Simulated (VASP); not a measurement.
# CuAuS3 (Pm-3m) in VASP: a series of runs

CuAuS3 is run at these levels: PBE; tasks: single point, relaxation of cell and atoms.

Everything below comes from runs of VASP 6.6.1. Logs are shortened: lines on timing, memory, paths and dates and some standing lists are left out, and cuts for length are marked.

## (1) The cell of the first run

Symmetry: Pm-3m, No. 221, cubic system. Conventional cell: a = 4.556 Å, b = 4.556 Å, c = 4.556 Å, α = 90.00°, β = 90.00°, γ = 90.00°. Within 3.0 Å of Cu (site symmetry m-3m) lie 6 S at 2.28 Å. S (site symmetry 4/mmm) has 2 Cu at 2.28 Å within 3.0 Å. Au (site symmetry m-3m) has 12 S at 3.22 Å and 8 Cu at 3.95 Å within 4.2 Å.

## (2) Single point, PBE

INCAR

```
PREC = Accurate
ENCUT = 520
EDIFF = 1E-6
ISMEAR = 0
SIGMA = 0.1
LREAL = False
LASPH = True
NELM = 60
ALGO = Normal
ISIF = 2
LWAVE = False
LCHARG = True
GGA = PE
LELF = True
LVHAR = True
NBANDS = 28
```

KPOINTS

```
regular mesh
0
Gamma
  4 4 4
```

POSCAR

```
CuAuS3
1.0
    4.5562436338      0.0000000000      0.0000000000
    0.0000000000      4.5562436338      0.0000000000
    0.0000000000      0.0000000000      4.5562436338
Cu S Au
1 3 1
Direct
    0.5000000000      0.5000000000      0.5000000000
    0.0000000000      0.5000000000      0.5000000000
    0.5000000000      0.0000000000      0.5000000000
    0.5000000000      0.5000000000      0.0000000000
    0.0000000000      0.0000000000      0.0000000000
```

Potentials or basis: VASP PAW PBE potentials, release 64 (Cu, S, Au).

Command:

```sh
cat potpaw_PBE.64/Cu/POTCAR potpaw_PBE.64/S/POTCAR potpaw_PBE.64/Au/POTCAR > POTCAR
mpirun -np 1 vasp_std > vasp.out
```

OUTCAR:

```text
PREC = Accurate
   ENCUT = 520
   EDIFF = 1E-6
   ISMEAR = 0
   LREAL = False
   LASPH = True
   NELM = 60
   ISIF = 2
   GGA = PE

 ion  position               nearest neighbor table
   1  0.500  0.500  0.500-   2 2.28   3 2.28   4 2.28   4 2.28   3 2.28   2 2.28
   2  0.000  0.500  0.500-   1 2.28   1 2.28
   3  0.500  0.000  0.500-   1 2.28   1 2.28
   4  0.500  0.500  0.000-   1 2.28   1 2.28
   5  0.000  0.000  0.000-

  LATTYP: Found a simple cubic cell.
 ALAT       =     4.5562436338

  Lattice vectors:

 A1 = (   4.5562436338,   0.0000000000,   0.0000000000)
 A2 = (   0.0000000000,   4.5562436338,   0.0000000000)
 A3 = (   0.0000000000,   0.0000000000,   4.5562436338)

Analysis of symmetry for initial positions (statically):
=====================================================================
 Subroutine PRICEL returns:
 Original cell was already a primitive cell.

 Routine SETGRP: Setting up the symmetry group for a
 simple cubic supercell.

 Subroutine GETGRP returns: Found 48 space group operations
 (whereof 48 operations were pure point group operations)
 out of a pool of 48 trial point group operations.

The static configuration has the point symmetry O_h .

Analysis of symmetry for dynamics (positions and initial velocities):
=====================================================================
 Subroutine PRICEL returns:
 Original cell was already a primitive cell.

 Routine SETGRP: Setting up the symmetry group for a
 simple cubic supercell.

 Subroutine GETGRP returns: Found 48 space group operations
 (whereof 48 operations were pure point group operations)
 out of a pool of 48 trial point group operations.

The dynamic configuration has the point symmetry O_h .

 Subroutine INISYM returns: Found 48 space group operations
 (whereof 48 operations are pure point group operations),
 and found     1 'primitive' translations

----------------------------------------------------------------------------------------

                                     Primitive cell

  volume of cell :      94.5847

  direct lattice vectors                    reciprocal lattice vectors
     4.556243634  0.000000000  0.000000000     0.219479045  0.000000000  0.000000000
     0.000000000  4.556243634  0.000000000     0.000000000  0.219479045  0.000000000
[... 74 lines left out ...]
   ENCUT  =  520.0 eV  38.22 Ry    6.18 a.u.   8.47  8.47  8.47*2*pi/ulx,y,z
   NELM   =     60;   NELMIN=  2; NELMDL= -5     # of ELM steps
   EDIFF  = 0.1E-05   stopping-criterion for ELM
   LREAL  =      F    real-space projection
   EDIFFG = 0.1E-04   stopping-criterion for IOM
   NSW    =      0    number of steps for IOM
   IBRION =     -1    ionic relax: 0-MD 1-quasi-New 2-CG
   NFREE  =      0    steps in history (QN), initial steepest desc. (CG)
   ISIF   =      2    stress and relaxation
   ISYM   =      2    0-nonsym 1-usesym 2-fastsym
   POTIM  = 0.5000    time-step for ionic-motion
   TEBEG  =    0.0;   TEEND  =   0.0 temperature during run
   PSTRESS=    0.0 pullay stress
   NELECT =      40.0000    total number of electrons
   NUPDOWN=      -1.0000    fix difference up-down
   EMIN   =  10.00;   EMAX   =-10.00  energy-range for DOS
   EFERMI =   0.00;   METHOD = LEGACY
   ISMEAR =     0;   SIGMA  =   0.10  broadening in eV -4-tet -1-fermi 0-gaus
   EFERMI_NEDOS =   21; number of points for ismear=-14 and -15
   IALGO  =     38    algorithm
   IMIX   =      4    mixing-type and parameters
     AMIX     =   0.40;   BMIX     =  1.00
     AMIX_MAG =   1.60;   BMIX_MAG =  1.00
  volume/ion in A,a.u.               =      18.92       127.66
  Fermi-wavevector in a.u.,A,eV,Ry     =   1.228819  2.322131 20.544742  1.509996
  Thomas-Fermi vector in A             =   2.363730
   LORBIT       =      0    0 simple, 1 ext, 2 COOP (PROOUT), +10 PAW based schemes
   GGA     = PE    functional components
   LHFCALC =     F    Hartree Fock is set to
   AEXX    =    0.0000 exact exchange contribution
   IVDW    =     0    specifies the selected vdW correction
   LEPSILON=     F    determine dielectric tensor
   LRPA    =     F    only Hartree local field effects (RPA)
 non-spin polarized calculation
 Gauss-broadening in eV      SIGMA  =   0.10
  energy-cutoff  :      520.00
  volume of cell :       94.58
 maximum number of plane-waves:      2560
 NGX is ok and might be reduce to    36
   NGX = 17   NGY = 17   NGZ = 17

 number of electron      39.9999990 magnetization

 Free energy of the ion-electron system (eV)
  ---------------------------------------------------
  ext. energy  EPLUGINS =         0.00000000
  ---------------------------------------------------
  free energy    TOTEN  =       -15.25109385 eV

  energy without entropy =      -15.21338457  energy(sigma->0) =      -15.23223921

 E-fermi :   4.9528     XC(G=0): -10.4802

 val. band max:        4.9518673949   @ k =   0.5000   0.2500   0.2500
 cond. band min:       4.9715365213   @ k =   0.5000   0.0000   0.0000
 fundamental gap:      0.0196691264
 Fermi energy:         4.9528067947

 k-point     1 :       0.0000    0.0000    0.0000
  band No.  band energies     occupation
      1      -9.2362      2.00000
      2      -6.7673      2.00000
      3      -6.7673      2.00000
      4       0.1229      2.00000
      5       0.1229      2.00000
      6       0.1229      2.00000
[... 299 lines left out ...]
     27      14.2945      0.00000
     28      14.2945      0.00000

------------------------ aborting loop because EDIFF is reached ----------------------------------------

  FORCE on cell =-STRESS in cart. coord.  units (eV):
  Direction    XX          YY          ZZ          XY          YZ          ZX
  --------------------------------------------------------------------------------------
  -------------------------------------------------------------------------------------
  Total        0.2029652      0.2029652      0.2029652      0.0000000      0.0000000      0.0000000
  in kB        3.4380436      3.4380436      3.4380436      0.0000000      0.0000000      0.0000000
  external PRESSURE =       3.4380436 kB  Pullay stress =       0.0000000 kB

 VOLUME and BASIS-vectors are now :
 -----------------------------------------------------------------------------
  energy-cutoff  :      520.00
  volume of cell :       94.58
      direct lattice vectors                 reciprocal lattice vectors
     4.556243634  0.000000000  0.000000000     0.219479045  0.000000000  0.000000000
     0.000000000  4.556243634  0.000000000     0.000000000  0.219479045  0.000000000
     0.000000000  0.000000000  4.556243634     0.000000000  0.000000000  0.219479045

 POSITION                                       TOTAL-FORCE (eV/Angst)
 -----------------------------------------------------------------------------------
      2.27812      2.27812      2.27812         0.000000      0.000000      0.000000
      0.00000      2.27812      2.27812         0.000000      0.000000      0.000000
      2.27812      0.00000      2.27812         0.000000      0.000000      0.000000
      2.27812      2.27812      0.00000         0.000000      0.000000      0.000000
      0.00000      0.00000      0.00000         0.000000      0.000000      0.000000
 -----------------------------------------------------------------------------------
    total drift:                                0.000000      0.000000      0.000000

  FREE ENERGIE OF THE ION-ELECTRON SYSTEM (eV)
  ---------------------------------------------------
  free  energy   TOTEN  =       -15.2510938502 eV

  energy  without entropy=      -15.2133845749  energy(sigma->0) =      -15.23223921
```

OSZICAR:

```text
N       E                     dE             d eps       ncg     rms          rms(c)
DAV:   1     0.309761637979E+03    0.30976E+03   -0.17886E+04   568   0.152E+03
DAV:   2     0.152918638770E+02   -0.29447E+03   -0.27880E+03   608   0.331E+02
DAV:   3    -0.181633668524E+02   -0.33455E+02   -0.31864E+02   688   0.111E+02
[... 11 lines left out ...]
DAV:  15    -0.152525153393E+02    0.26703E-03   -0.18993E-02   656   0.430E+00    0.323E-01
DAV:  16    -0.152511905839E+02    0.13248E-02   -0.32612E-03   704   0.167E+00    0.827E-02
DAV:  17    -0.152510889931E+02    0.10159E-03   -0.30446E-04   788   0.481E-01    0.110E-02
DAV:  18    -0.152510931083E+02   -0.41152E-05   -0.53237E-05   632   0.390E-02    0.160E-02
DAV:  19    -0.152510938502E+02   -0.74189E-06   -0.89408E-07   360   0.181E-02
   1 F= -.15251094E+02 E0= -.15232239E+02  d E =-.377093E-01
```

stdout:

```text
POSCAR found type information on POSCAR CuS Au
 POSCAR found :  3 types and       5 ions
 scaLAPACK will be used
 LDA part: xc-table for (Slater+PW92), standard interpolation
 POSCAR, INCAR and KPOINTS ok, starting setup
 FFT: planning ... GRIDC
 FFT: planning ... GRID_SOFT
 FFT: planning ... GRID
 WAVECAR not read
 entering main loop
```

It took 26 s on 1 thread of Intel Xeon Platinum 8488C (Sapphire Rapids), shared host; peak memory 0.21 GiB.

Results:

```yaml
Free_energy: -15.2511 eV
Pressure: 0.3 GPa
Band_gap_on_the_k_mesh: zero (bands 20 and 21 overlap by 1.01 eV)
```

Caveat: spin-orbit coupling is left out, which moves the levels of the heavy elements. With open d or f shells a metallic result of PBE can be an artefact of self-interaction; +U or a hybrid may open a gap.

## (3) Relaxation of cell and atoms, PBE

This run uses another cell than the first one, of 17.88 Å³/atom.

INCAR

```
SYSTEM = CuAuS3
ALGO = Normal
EDIFF = 1E-7
EDIFFG = -0.04
ENCUT = 600
GGA = PE
IBRION = 2
ISIF = 3
ISMEAR = 0
LASPH = .True.
LCHARG = .False.
LREAL = .False.
LWAVE = .False.
NELM = 80
NSW = 90
PREC = Accurate
SIGMA = 0.1
```

KPOINTS

```
k-points
0
Gamma
  4 4 4
  0 0 0
```

Changes to POSCAR since step 2:

```diff
@@ -2,5 +2,5 @@
 1.0
-    4.5562436338      0.0000000000      0.0000000000
-    0.0000000000      4.5562436338      0.0000000000
-    0.0000000000      0.0000000000      4.5562436338
+    4.4716665835      0.0000000000      0.0000000000
+    0.0000000000      4.4716665835      0.0000000000
+    0.0000000000      0.0000000000      4.4716665835
 Cu S Au
```

Potentials or basis: VASP PAW PBE potentials, release 64 (Cu, S, Au).

Command:

```sh
cat potpaw_PBE.64/Cu/POTCAR potpaw_PBE.64/S/POTCAR potpaw_PBE.64/Au/POTCAR > POTCAR
mpirun -np 1 vasp_std > vasp.out
```

OUTCAR:

```text
SYSTEM = CuAuS3
   EDIFF = 1E-7
   EDIFFG = -0.04
   ENCUT = 600
   GGA = PE
   IBRION = 2
   ISIF = 3
   ISMEAR = 0
   LASPH = .True.
   LREAL = .False.
   NELM = 80
   NSW = 90
   PREC = Accurate

 ion  position               nearest neighbor table
   1  0.500  0.500  0.500-   2 2.24   3 2.24   4 2.24   4 2.24   3 2.24   2 2.24
   2  0.000  0.500  0.500-   1 2.24   1 2.24   5 3.16   5 3.16   5 3.16   5 3.16
   3  0.500  0.000  0.500-   1 2.24   1 2.24   5 3.16   5 3.16   5 3.16   5 3.16
   4  0.500  0.500  0.000-   1 2.24   1 2.24   5 3.16   5 3.16   5 3.16   5 3.16
   5  0.000  0.000  0.000-   2 3.16   3 3.16   4 3.16   2 3.16   3 3.16   2 3.16   4 3.16   2 3.16
                             3 3.16   4 3.16   3 3.16   4 3.16

  LATTYP: Found a simple cubic cell.
 ALAT       =     4.4716665835

  Lattice vectors:
[... 179 lines left out ...]
  -------------------------------------------------------------------------------------
  Total        2.6994779      2.6994779      2.6994779      0.0000000     -0.0000000      0.0000000
  in kB       48.3706717     48.3706717     48.3706717      0.0000000     -0.0000000      0.0000000
  external PRESSURE =      48.3706717 kB  Pullay stress =       0.0000000 kB
[... 65 lines left out ...]
--------------------------------------- Ionic step        3  -------------------------------------------

 number of electron      39.9999987 magnetization

 Free energy of the ion-electron system (eV)
  ---------------------------------------------------
  ext. energy  EPLUGINS =         0.00000000
  ---------------------------------------------------
  free energy    TOTEN  =       -15.25076490 eV

  energy without entropy =      -15.21301109  energy(sigma->0) =      -15.23188800

 E-fermi :   4.9285     XC(G=0): -10.4703

 val. band max:        4.9276827686   @ k =   0.5000   0.2500   0.2500
 cond. band min:       4.9466900825   @ k =   0.5000   0.0000   0.0000
 fundamental gap:      0.0190073139
 Fermi energy:         4.9284660706

 k-point     1 :       0.0000    0.0000    0.0000
  band No.  band energies     occupation
      1      -9.2457      2.00000
      2      -6.7856      2.00000
      3      -6.7856      2.00000
      4       0.1110      2.00000
      5       0.1110      2.00000
      6       0.1110      2.00000
[... 291 lines left out ...]
  FREE ENERGIE OF THE ION-ELECTRON SYSTEM (eV)
  ---------------------------------------------------
  free  energy   TOTEN  =       -15.2507649036 eV

  energy  without entropy=      -15.2130110911  energy(sigma->0) =      -15.23188800

 reached required accuracy - stopping structural energy minimisation
```

It took 63 s on 1 thread of Intel Xeon Platinum 8488C (Sapphire Rapids), shared host; peak memory 0.22 GiB.

What came out:

| Item | Value |
| --- | --- |
| Free energy | -15.2508 eV |
| Relaxed volume | 18.95 Å³/atom |
| Relaxed cell | a = 4.559 Å, b = 4.559 Å, c = 4.559 Å, α = 90.00°, β = 90.00°, γ = 90.00° |
| Space group after relaxing (to 0.1 Å) | Pm-3m (No. 221) |
| Energy gained by relaxing | 15.3 meV/atom |
| Ionic steps | 3 |
| Pressure after relaxing | 0.0 GPa |
| Band gap on the k mesh | zero (bands 20 and 21 overlap by 1.00 eV) |

The path:
```tsv
step	energy change (eV)	largest force (eV/Å)	pressure (GPa)	volume (Å³)
1	0.0000	0.0000	4.84	89.41
2	-0.0691	0.0000	-1.28	96.58
3	-0.0766	0.0000	-0.01	94.77
```

Final structure:
```
Cu S Au
1.0
     4.55926    0.00000    0.00000
     0.00000    4.55926    0.00000
     0.00000    0.00000    4.55926
Cu S Au
1 3 1
Direct
  0.50000 0.50000 0.50000
  0.00000 0.50000 0.50000
  0.50000 0.00000 0.50000
  0.50000 0.50000 0.00000
  0.00000 0.00000 0.00000
```

Caveat: spin-orbit coupling is left out, which moves the levels of the heavy elements. With open d or f shells a metallic result of PBE can be an artefact of self-interaction; +U or a hybrid may open a gap.

## (4) Single point, PBE

INCAR

```
SYSTEM = CuAuS3
  PREC = Accurate
  ENCUT = 520
  EDIFF = 1E-6
  ISMEAR = 0
  SIGMA = 0.1
  LREAL = .False.
  LASPH = .True.
  NELM = 80
  ALGO = Normal
  ISIF = 2
  LWAVE = .False.
  LCHARG = .True.
  GGA = PE
  LELF = .True.
  LVHAR = .True.
  NBANDS = 28
```

KPOINTS

```
regular mesh
0
Gamma
  8 8 8
  0 0 0
```

Changes to POSCAR since step 3:

```diff
@@ -2,5 +2,5 @@
 1.0
-    4.4716665835      0.0000000000      0.0000000000
-    0.0000000000      4.4716665835      0.0000000000
-    0.0000000000      0.0000000000      4.4716665835
+    4.5545846455      0.0000000000      0.0000000000
+    0.0000000000      4.5545846455      0.0000000000
+    0.0000000000      0.0000000000      4.5545846455
 Cu S Au
```

Command:

```sh
cat potpaw_PBE.64/Cu/POTCAR potpaw_PBE.64/S/POTCAR potpaw_PBE.64/Au/POTCAR > POTCAR
mpirun -np 1 vasp_std > vasp.out
```

Wall time 88 s (1 thread of Intel Xeon Platinum 8488C (Sapphire Rapids), shared host); peak memory 0.25 GiB.

The run converged. Its results:

```yaml
Free_energy: -15.2171 eV
Pressure: -0.1 GPa
Band_gap_on_the_k_mesh: zero (bands 20 and 21 overlap by 1.03 eV)
```

Levels at points of the mesh, in eV from the Fermi level:
| k point | band 18 | band 19 | band 20 | band 21 | band 22 | band 23 |
| --- | --- | --- | --- | --- | --- | --- |
| (0.00, 0.00, 0.00) | -0.94 | -0.94 | -0.92 | -0.31 | -0.31 | -0.31 |
| (0.50, 0.00, 0.00) | -1.19 | -1.19 | -0.34 | 0.09 | 0.09 | 2.33 |
| (0.50, 0.50, 0.00) | -2.05 | -0.16 | -0.16 | 0.84 | 1.91 | 2.16 |
| (0.50, 0.50, 0.50) | -0.93 | 0.64 | 0.64 | 0.64 | 1.96 | 1.96 |

Caveat: spin-orbit coupling is left out, which moves the levels of the heavy elements. With open d or f shells a metallic result of PBE can be an artefact of self-interaction; +U or a hybrid may open a gap.

## (5) Relaxation of cell and atoms, PBE

INCAR

```
SYSTEM = CuAuS3
PREC = Accurate ; ENCUT = 600
EDIFF = 1E-7 ; ISMEAR = 0
SIGMA = 0.1 ; LREAL = .False.
LASPH = .True. ; NELM = 60
ALGO = Normal ; ISIF = 3
LWAVE = .False. ; LCHARG = .False.
GGA = PE ; IBRION = 2
NSW = 100 ; EDIFFG = -0.01
```

KPOINTS is that of step 4.

Changes to POSCAR since step 4:

```diff
@@ -2,5 +2,5 @@
 1.0
-    4.5545846455      0.0000000000      0.0000000000
-    0.0000000000      4.5545846455      0.0000000000
-    0.0000000000      0.0000000000      4.5545846455
+    4.5562436338      0.0000000000      0.0000000000
+    0.0000000000      4.5562436338      0.0000000000
+    0.0000000000      0.0000000000      4.5562436338
 Cu S Au
```

Command:

```sh
cat potpaw_PBE.64/Cu/POTCAR potpaw_PBE.64/S/POTCAR potpaw_PBE.64/Au/POTCAR > POTCAR
mpirun -np 1 vasp_std > vasp.out
```

Run time: 87 s. Hardware: 1 thread of Intel Xeon Platinum 8488C (Sapphire Rapids), shared host; peak memory 0.28 GiB.

Results (log left out):

```yaml
Free_energy: -15.2173 eV
Pressure_after_relaxing: -0.1 GPa
Band_gap_on_the_k_mesh: zero (bands 20 and 21 overlap by 1.03 eV)
```

Final structure:
```
Cu S Au
1.0
     4.55624    0.00000    0.00000
     0.00000    4.55624    0.00000
     0.00000    0.00000    4.55624
Cu S Au
1 3 1
Direct
  0.50000 0.50000 0.50000
  0.00000 0.50000 0.50000
  0.50000 0.00000 0.50000
  0.50000 0.50000 0.00000
  0.00000 0.00000 0.00000
```

Levels at points of the mesh, in eV from the Fermi level:
| k point | band 16 | band 17 | band 18 | band 19 | band 20 | band 21 | band 22 | band 23 | band 24 |
| --- | --- | --- | --- | --- | --- | --- | --- | --- | --- |
| (0.00, 0.00, 0.00) | -2.35 | -0.93 | -0.93 | -0.93 | -0.92 | -0.31 | -0.31 | -0.31 | 3.64 |
| (0.50, 0.00, 0.00) | -2.24 | -1.20 | -1.19 | -1.19 | -0.34 | 0.09 | 0.09 | 2.33 | 4.43 |
| (0.50, 0.50, 0.00) | -2.11 | -2.11 | -2.04 | -0.16 | -0.16 | 0.84 | 1.91 | 2.15 | 5.20 |
| (0.50, 0.50, 0.50) | -2.23 | -2.23 | -0.93 | 0.64 | 0.64 | 0.64 | 1.96 | 1.96 | 6.70 |

Caveat: the relaxation stopped at its first step, so nothing moved; spin-orbit coupling is left out, which moves the levels of the heavy elements. With open d or f shells a metallic result of PBE can be an artefact of self-interaction; +U or a hybrid may open a gap.

## (6) Summary

```csv
task,cell,k mesh,cutoff (eV),gap on the mesh (eV),pressure (GPa)
single point,"a = 4.556 Å, 5 atoms",4 × 4 × 4,520,none,0.3
relaxation of cell and atoms,"relaxed from a = 4.472 Å, 5 atoms",4 × 4 × 4,600,none,0.0
single point,"a = 4.555 Å, 5 atoms",8 × 8 × 8,520,none,-0.1
relaxation of cell and atoms,"relaxed from a = 4.556 Å, 5 atoms",8 × 8 × 8,600,none,-0.1
```

Alike in all rows: level PBE; potentials or basis VASP PAW PBE potentials, release 64 (Cu, S, Au); no spin polarisation; smearing gaussian 0.1 eV.

Caveats: spin-orbit coupling is left out, which moves the levels of the heavy elements; the relaxation stopped at its first step, so nothing moved (at least some runs).

Absolute energies hang on the potentials; compare differences alone.
